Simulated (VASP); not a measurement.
# I (Im-3m) in VASP: further runs

The runs below take I through relaxation of cell and atoms, with PBE.

All numbers are computed with VASP 6.6.1; they aren't measurements. Logs are shortened: lines on timing, memory, paths and dates and some standing lists are left out, and cuts for length are marked.

## 1. The cell of the first run

Symmetry: Im-3m, No. 229, cubic system. The conventional cell has a = 4.030 Å, b = 4.030 Å, c = 4.030 Å, α = 90.00°, β = 90.00°, γ = 90.00°. I (site symmetry m-3m) has 14 I at 3.49 to 4.03 Å within 4.6 Å.

## 2. Relaxation of cell and atoms, PBE

Contents of INCAR:

```
SYSTEM = I
PREC = Accurate
ENCUT = 600
EDIFF = 1E-6
ISMEAR = -1
SIGMA = 0.02
LREAL = .False.
LASPH = .True.
NELM = 100
ALGO = Normal
ISIF = 3
LWAVE = .False.
LCHARG = .False.
GGA = PE
IBRION = 2
NSW = 80
EDIFFG = -0.03
```

Contents of KPOINTS:

```
regular mesh
0
Gamma
  9 9 9
  0 0 0
```

Contents of POSCAR:

```
I
1.0
    2.0150000000      2.0150000000      2.0150000000
   -2.0150000000      2.0150000000      2.0150000000
   -2.0150000000     -2.0150000000      2.0150000000
I
1
Direct
    0.0000000000      0.0000000000      0.0000000000
```

Potentials or basis: VASP PAW PBE potentials, release 64 (I).

Run with:

```console
> cat potpaw_PBE.64/I/POTCAR > POTCAR
> mpirun -np 1 vasp_std > vasp.out
```

OUTCAR:

```text
SYSTEM = I
   PREC = Accurate
   ENCUT = 600
   EDIFF = 1E-6
   ISMEAR = -1
   LREAL = .False.
   LASPH = .True.
   NELM = 100
   ISIF = 3
   GGA = PE
   IBRION = 2
   NSW = 80
   EDIFFG = -0.03

 ion  position               nearest neighbor table
   1  0.000  0.000  0.000-

  LATTYP: Found a body centered cubic cell.
 ALAT       =     4.0300000000

  Lattice vectors:

 A1 = (   2.0150000000,  -2.0150000000,  -2.0150000000)
 A2 = (   2.0150000000,   2.0150000000,   2.0150000000)
 A3 = (  -2.0150000000,  -2.0150000000,   2.0150000000)

Analysis of symmetry for initial positions (statically):
=====================================================================
 Subroutine PRICEL returns:
 Original cell was already a primitive cell.

 Routine SETGRP: Setting up the symmetry group for a
 body centered cubic supercell.

 Subroutine GETGRP returns: Found 48 space group operations
 (whereof 48 operations were pure point group operations)
 out of a pool of 48 trial point group operations.

The static configuration has the point symmetry O_h .

Analysis of symmetry for dynamics (positions and initial velocities):
=====================================================================
 Subroutine PRICEL returns:
 Original cell was already a primitive cell.

 Routine SETGRP: Setting up the symmetry group for a
 body centered cubic supercell.

 Subroutine GETGRP returns: Found 48 space group operations
 (whereof 48 operations were pure point group operations)
 out of a pool of 48 trial point group operations.

The dynamic configuration has the point symmetry O_h .

 Subroutine INISYM returns: Found 48 space group operations
 (whereof 48 operations are pure point group operations),
 and found     1 'primitive' translations

----------------------------------------------------------------------------------------

                                     Primitive cell

  volume of cell :      32.7254

  direct lattice vectors                    reciprocal lattice vectors
     2.015000000  2.015000000  2.015000000     0.248138958  0.000000000  0.248138958
    -2.015000000  2.015000000  2.015000000    -0.248138958  0.248138958  0.000000000
    -2.015000000 -2.015000000  2.015000000     0.000000000 -0.248138958  0.248138958

  length of vectors
     3.490082377  3.490082377  3.490082377     0.350921479  0.350921479  0.350921479

  position of ions in fractional coordinates (direct lattice)
     0.000000000  0.000000000  0.000000000

[... 58 lines left out ...]
   number of dos      NEDOS =    301   number of ions     NIONS =      1
   total plane-waves  NPLWV =  21952
   dimension x,y,z NGX =    28 NGY =   28 NGZ =   28
   dimension x,y,z NGXF=    56 NGYF=   56 NGZF=   56
   ions per type =               1
   NGX,Y,Z   is equivalent  to a cutoff of  13.34, 13.34, 13.34 a.u.
   NGXF,Y,Z  is equivalent  to a cutoff of  26.67, 26.67, 26.67 a.u.
 SYSTEM =  I
   PREC   = accura    normal or accurate (medium, high low for compatibility)
   ISTART =      0    job   : 0-new  1-cont  2-samecut
   ICHARG =      2    charge: 1-file 2-atom 10-const
   ISPIN  =      1    spin polarized calculation?
   LNONCOLLINEAR =      F non collinear calculations
   LSORBIT =      F    spin-orbit coupling
   LASPH  =      T    aspherical Exc in radial PAW
   ENCUT  =  600.0 eV  44.10 Ry    6.64 a.u.   6.97  6.97  6.97*2*pi/ulx,y,z
   NELM   =    100;   NELMIN=  2; NELMDL= -5     # of ELM steps
   EDIFF  = 0.1E-05   stopping-criterion for ELM
   LREAL  =      F    real-space projection
   EDIFFG = -.3E-01   stopping-criterion for IOM
   NSW    =     80    number of steps for IOM
   IBRION =      2    ionic relax: 0-MD 1-quasi-New 2-CG
   NFREE  =      1    steps in history (QN), initial steepest desc. (CG)
   ISIF   =      3    stress and relaxation
   ISYM   =      2    0-nonsym 1-usesym 2-fastsym
   POTIM  = 0.5000    time-step for ionic-motion
   TEBEG  =    0.0;   TEEND  =   0.0 temperature during run
   PSTRESS=    0.0 pullay stress
   NELECT =       7.0000    total number of electrons
   NUPDOWN=      -1.0000    fix difference up-down
   EMIN   =  10.00;   EMAX   =-10.00  energy-range for DOS
   EFERMI =   0.00;   METHOD = LEGACY
   ISMEAR =    -1;   SIGMA  =   0.02  broadening in eV -4-tet -1-fermi 0-gaus
   EFERMI_NEDOS =   21; number of points for ismear=-14 and -15
   IALGO  =     38    algorithm
   IMIX   =      4    mixing-type and parameters
     AMIX     =   0.40;   BMIX     =  1.00
     AMIX_MAG =   1.60;   BMIX_MAG =  1.00
  volume/ion in A,a.u.               =      32.73       220.84
  Fermi-wavevector in a.u.,A,eV,Ry     =   0.979067  1.850169 13.042169  0.958572
  Thomas-Fermi vector in A             =   2.109892
   LORBIT       =      0    0 simple, 1 ext, 2 COOP (PROOUT), +10 PAW based schemes
   GGA     = PE    functional components
   LHFCALC =     F    Hartree Fock is set to
   AEXX    =    0.0000 exact exchange contribution
   IVDW    =     0    specifies the selected vdW correction
   LEPSILON=     F    determine dielectric tensor
   LRPA    =     F    only Hartree local field effects (RPA)
 conjugate gradient relaxation of ions
 non-spin polarized calculation
  energy-cutoff  :      600.00
  volume of cell :       32.73
 maximum number of plane-waves:      1112
   NGX = 13   NGY = 13   NGZ = 13

--------------------------------------- Ionic step        1  -------------------------------------------

 number of electron       6.9999999 magnetization

 Free energy of the ion-electron system (eV)
  ---------------------------------------------------
  ext. energy  EPLUGINS =         0.00000000
  ---------------------------------------------------
  free energy    TOTEN  =        -1.01249346 eV

  energy without entropy =       -1.00888372  energy(sigma->0) =       -1.01068859

 E-fermi :   5.4799     XC(G=0):  -9.4166

 val. band max:        5.4614603279   @ k =  -0.4444   0.2222   0.0000
 cond. band min:       5.4803039821   @ k =   0.4444   0.1111   0.1111
 fundamental gap:      0.0188436542
 Fermi energy:         5.4798867441

 k-point     1 :       0.0000    0.0000    0.0000
  band No.  band energies     occupation
      1      -8.4922      2.00000
      2       6.5023      0.00000
      3       6.5023      0.00000
      4       6.5023      0.00000
      5      12.9630      0.00000
      6      15.2690      0.00000
      7      15.2690      0.00000
[... 299 lines left out ...]
--------------------------------------- Ionic step        3  -------------------------------------------

 number of electron       7.0000000 magnetization

 Free energy of the ion-electron system (eV)
  ---------------------------------------------------
  ext. energy  EPLUGINS =         0.00000000
  ---------------------------------------------------
  free energy    TOTEN  =        -1.04110425 eV

  energy without entropy =       -1.03695695  energy(sigma->0) =       -1.03903060

 E-fermi :   4.1962     XC(G=0):  -8.9597

 val. band max:        4.1868139061   @ k =  -0.4444   0.2222   0.0000
 cond. band min:       4.1998387902   @ k =   0.4444   0.1111   0.1111
 fundamental gap:      0.0130248840
 Fermi energy:         4.1961712879

 k-point     1 :       0.0000    0.0000    0.0000
  band No.  band energies     occupation
      1      -9.1259      2.00000
      2       5.0176      0.00000
      3       5.0176      0.00000
      4       5.0176      0.00000
      5      11.0932      0.00000
      6      13.9783      0.00000
      7      13.9783      0.00000
[... 258 lines left out ...]
  FREE ENERGIE OF THE ION-ELECTRON SYSTEM (eV)
  ---------------------------------------------------
  free  energy   TOTEN  =        -1.0411042505 eV

  energy  without entropy=       -1.0369569533  energy(sigma->0) =       -1.03903060

 reached required accuracy - stopping structural energy minimisation
```

OSZICAR:

```text
N       E                     dE             d eps       ncg     rms          rms(c)
DAV:   1     0.233758044821E+02    0.23376E+02   -0.27797E+03   490   0.805E+02
DAV:   2    -0.378159400606E+00   -0.23754E+02   -0.23407E+02   616   0.103E+02
DAV:   3    -0.100796949276E+01   -0.62981E+00   -0.62352E+00   644   0.205E+01
[... 26 lines left out ...]
DAV:   7    -0.104111030514E+01    0.75000E-05   -0.12516E-06   441   0.876E-03    0.101E-01
DAV:   8    -0.104110874206E+01    0.15631E-05   -0.13362E-07   266   0.337E-03    0.789E-02
DAV:   9    -0.104110585746E+01    0.28846E-05   -0.51730E-07   266   0.582E-03    0.326E-02
DAV:  10    -0.104110446083E+01    0.13966E-05   -0.26677E-07   273   0.461E-03    0.572E-03
DAV:  11    -0.104110425052E+01    0.21032E-06   -0.45160E-08   266   0.205E-03
   3 F= -.10411043E+01 E0= -.10390306E+01  d E =-.286108E-01
```

CONTCAR:

```text
I
   1.00000000000000
     2.0830815494942292    2.0830815494942292    2.0830815494942292
    -2.0830815494942292    2.0830815494942292    2.0830815494942292
    -2.0830815494942292   -2.0830815494942292    2.0830815494942292
  I
     1
Direct
     0.0000000000000000    0.0000000000000000    0.0000000000000000

  0.00000000E+00  0.00000000E+00  0.00000000E+00
```

It took 28 s on 1 thread of AMD EPYC 7R43 (Zen 3), shared host; peak memory 0.13 GiB.

Results:

```
Free energy                           : -1.0411 eV
Relaxed volume                        : 36.16 Å³/atom
Relaxed cell                          : a = 3.608 Å, b = 3.608 Å, c = 3.608 Å, α = 70.53°, β = 109.47°, γ = 70.53°
Space group after relaxing (to 0.1 Å) : Im-3m (No. 229)
Energy gained by relaxing             : 28.6 meV/atom
Ionic steps                           : 3
Pressure after relaxing               : 0.0 GPa
Band gap on the k mesh                : zero (an odd number of electrons rules out a gap without spin polarisation)
```

Step by step:
```
step  energy change (eV)  largest force (eV/Å)  pressure (GPa)  volume (Å³)
   1              0.0000                0.0000            2.97        32.73
   2             -0.0282                0.0000            0.29        35.69
   3             -0.0286                0.0000            0.00        36.16
```

Final structure:
```yaml
crystal:
  lattice:
    - [2.08308, 2.08308, 2.08308]
    - [-2.08308, 2.08308, 2.08308]
    - [-2.08308, -2.08308, 2.08308]
  atoms:
    - { symbol: I, position: [0.00000, 0.00000, 0.00000] }
```

Caveat: spin-orbit coupling is left out, which moves the levels of the heavy elements; an odd number of electrons without spin polarisation forces a metal; a magnetic or distorted state may lie lower.

## 3. Relaxation of cell and atoms, PBE, target pressure 5 GPa, at which the enthalpy is minimised

Contents of INCAR:

```
SYSTEM = I
PREC     = Accurate       ! precision mode
ENCUT    = 600            ! plane-wave cutoff, eV
EDIFF    = 1E-6           ! SCF threshold, eV
ISMEAR   = -1             ! smearing method
SIGMA    = 0.02           ! smearing width, eV
LREAL    = .FALSE.        ! projectors in reciprocal space
LASPH    = .TRUE.         ! aspherical terms in the spheres
NELM     = 60             ! most SCF steps
ALGO     = Normal         ! electronic algorithm
ISIF     = 3              ! what is computed and relaxed
LWAVE    = .FALSE.        ! write WAVECAR
LCHARG   = .FALSE.        ! write CHGCAR
GGA      = PE             ! functional
IBRION   = 2              ! ionic algorithm
NSW      = 80             ! ionic steps
EDIFFG   = -0.03          ! ionic threshold
PSTRESS  = 50.0
```

Contents of KPOINTS:

```
regular mesh
0
G
  9 9 9
  0 0 0
```

POSCAR is that of step 2.

Potentials or basis: VASP PAW PBE potentials, release 64 (I).

Run with:

```console
> cat potpaw_PBE.64/I/POTCAR > POTCAR
> mpirun -np 1 vasp_std > vasp.out
```

OUTCAR:

```text
SYSTEM = I
   PREC = Accurate
   ENCUT = 600
   EDIFF = 1E-6
   ISMEAR = -1
   LREAL = .FALSE.
   LASPH = .TRUE.
   NELM = 60
   ISIF = 3
   GGA = PE
   IBRION = 2
   NSW = 80
   EDIFFG = -0.03
   PSTRESS = 50.0

 ion  position               nearest neighbor table
   1  0.000  0.000  0.000-

  LATTYP: Found a body centered cubic cell.
 ALAT       =     4.0300000000

  Lattice vectors:

 A1 = (   2.0150000000,  -2.0150000000,  -2.0150000000)
 A2 = (   2.0150000000,   2.0150000000,   2.0150000000)
 A3 = (  -2.0150000000,  -2.0150000000,   2.0150000000)

Analysis of symmetry for initial positions (statically):
=====================================================================
 Subroutine PRICEL returns:
 Original cell was already a primitive cell.

 Routine SETGRP: Setting up the symmetry group for a
 body centered cubic supercell.

 Subroutine GETGRP returns: Found 48 space group operations
 (whereof 48 operations were pure point group operations)
 out of a pool of 48 trial point group operations.

The static configuration has the point symmetry O_h .

Analysis of symmetry for dynamics (positions and initial velocities):
[... 165 lines left out ...]
  Total        0.6076129      0.6076129      0.6076129      0.0000000     -0.0000000     -0.0000000
  in kB       29.7476360     29.7476360     29.7476360      0.0000000     -0.0000000     -0.0000000
  external PRESSURE =     -20.2523640 kB  Pullay stress =      50.0000000 kB
[... 61 lines left out ...]
--------------------------------------- Ionic step        3  -------------------------------------------

 number of electron       7.0000001 magnetization

 Free energy of the ion-electron system (eV)
  ---------------------------------------------------
  ext. energy  EPLUGINS =         0.00000000
  ---------------------------------------------------
  free energy    TOTEN  =        -0.97494768 eV

  energy without entropy =       -0.97170911  energy(sigma->0) =       -0.97332840

 E-fermi :   6.1385     XC(G=0):  -9.6387

 val. band max:        6.1384152351   @ k =   0.4444   0.1111   0.1111
 cond. band min:       6.2050182862   @ k =   0.1111   0.0000   0.0000
 fundamental gap:      0.0666030511
 Fermi energy:         6.1385224405

 k-point     1 :       0.0000    0.0000    0.0000
  band No.  band energies     occupation
      1      -8.1811      2.00000
      2       7.2744      0.00000
      3       7.2744      0.00000
      4       7.2744      0.00000
      5      13.9529      0.00000
      6      15.9322      0.00000
      7      15.9322      0.00000
[... 221 lines left out ...]
 k-point    24 :       0.2222   -0.4444    0.1111
  band No.  band energies     occupation
      1      -6.1716      2.00000
      2       1.7311      2.00000
      3       3.6862      2.00000
      4       4.9573      2.00000
      5      14.6930      0.00000
      6      15.9132      0.00000
      7      18.0907      0.00000

 [... further k-points ...]

------------------------ aborting loop because EDIFF is reached ----------------------------------------

  FORCE on cell =-STRESS in cart. coord.  units (eV):
  Direction    XX          YY          ZZ          XY          YZ          ZX
  --------------------------------------------------------------------------------------
  -------------------------------------------------------------------------------------
  Total        0.9750318      0.9750318      0.9750318     -0.0000000     -0.0000000     -0.0000000
  in kB       50.0718475     50.0718475     50.0718475     -0.0000000     -0.0000000     -0.0000000
  external PRESSURE =       0.0718475 kB  Pullay stress =      50.0000000 kB
[... 20 lines left out ...]
  energy  without entropy=       -0.9717091121  energy(sigma->0) =       -0.97332840

  enthalpy is  TOTEN    =        -0.0013149729 eV   P V=        0.9736327054

 reached required accuracy - stopping structural energy minimisation
```

CONTCAR:

```text
I
   1.00000000000000
     1.9831637718711261    1.9831637718711261    1.9831637718711261
    -1.9831637718711261    1.9831637718711261    1.9831637718711261
    -1.9831637718711261   -1.9831637718711261    1.9831637718711261
  I
     1
Direct
     0.0000000000000000    0.0000000000000000    0.0000000000000000

  0.00000000E+00  0.00000000E+00  0.00000000E+00
```

Wall time 32 s (1 thread of AMD EPYC 7R43 (Zen 3), shared host); peak memory 0.13 GiB.

Results:

```
Free energy                                                : -0.9749 eV
Relaxed volume                                             : 31.20 Å³/atom
Relaxed cell                                               : a = 3.435 Å, b = 3.435 Å, c = 3.435 Å, α = 70.53°, β = 109.47°, γ = 70.53°
Space group after relaxing (to 0.1 Å)                      : Im-3m (No. 229)
Energy change on relaxing (the run minimises the enthalpy) : +37.5 meV/atom
Ionic steps                                                : 3
Pressure after relaxing                                    : 5.0 GPa
Band gap on the k mesh                                     : zero (an odd number of electrons rules out a gap without spin polarisation)
```

The path:
| step | energy change (eV) | largest force (eV/Å) | pressure (GPa) | volume (Å³) |
| --- | --- | --- | --- | --- |
| 1 | 0.0000 | 0.0000 | 2.97 | 32.73 |
| 2 | 0.0506 | 0.0000 | 5.63 | 30.81 |
| 3 | 0.0375 | 0.0000 | 5.01 | 31.20 |

Final structure:
```
I
1.0
     1.98316    1.98316    1.98316
    -1.98316    1.98316    1.98316
    -1.98316   -1.98316    1.98316
I
1
Direct
  0.00000 0.00000 0.00000
```

Caveat: the cell is relaxed towards a set pressure, so the run minimises the enthalpy, not the energy; spin-orbit coupling is left out, which moves the levels of the heavy elements; an odd number of electrons without spin polarisation forces a metal; a magnetic or distorted state may lie lower.
